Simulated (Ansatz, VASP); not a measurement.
# Mo: VASP beside Ansatz

Contents of INCAR:

```
SYSTEM = Mo
PREC = Accurate ; ENCUT = 520
EDIFF = 1E-7 ; ISMEAR = -1
SIGMA = 0.1 ; LREAL = .FALSE.
LASPH = .TRUE. ; NELM = 60
ALGO = Normal ; ISIF = 2
LWAVE = .FALSE. ; LCHARG = .FALSE.
GGA = B5 ; ALDAX = 1.0
AGGAX = 1.0 ; AGGAC = 1.0
ALDAC = 0.0 ; NBANDS = 21
```

File KPOINTS:

```
Automatic mesh
0
G
  11 11 11
  0 0 0
```

File POSCAR:

```
Mo
1.0
    0.0000000000      2.8948995956      2.8948995956
    2.8948995956      0.0000000000      2.8948995956
    2.8948995956      2.8948995956      0.0000000000
Mo
2
Direct
    0.1250000000      0.1250000000      0.1250000000
    0.8750000000      0.8750000000      0.8750000000
```

Input for Ansatz:

```yaml
crystal:
  lattice:
    - [0.0, 2.8948995956, 2.8948995956]
    - [2.8948995956, 0.0, 2.8948995956]
    - [2.8948995956, 2.8948995956, 0.0]
  atoms:
    - { symbol: Mo, position: [0.125, 0.125, 0.125] }
    - { symbol: Mo, position: [0.875, 0.875, 0.875] }
hamiltonian:
  xc: blyp
  pseudopotentials:
    kind: paw
    azcp:
      Mo: "pseudopotentials/Mo.paw.azcp"
basis:
  ecutwfc: 420
  fft_grid_basis: typed
kpoints:
  mp_grid: { grid: [11, 11, 11], shift: [0, 0, 0] }
magnetization:
  spin_polarized: false
scf:
  occupations: { method: fermi_dirac, width: 0.1 }
  lower_state_search: "off"
output:
  stress: true
```

Alike in both runs: task single point; functional BLYP; k mesh 11 × 11 × 11; occupations fermi-dirac, width 0.1 eV; no spin polarisation.

```csv
,VASP,Ansatz
version,VASP 6.6.1,Ansatz 0.2.0
potentials or method,"VASP PAW PBE potentials, release 64 (Mo_sv), cutoff 520 eV","plane waves (420 eV) with PAW, scalar-relativistic"
valence electrons in the cell,28,28
```

|  | VASP | Ansatz | Ansatz less VASP |
| --- | --- | --- | --- |
| pressure (GPa) | 0.5 | 0.0 | -0.43 |

VASP's potentials were made for PBE, not for BLYP.
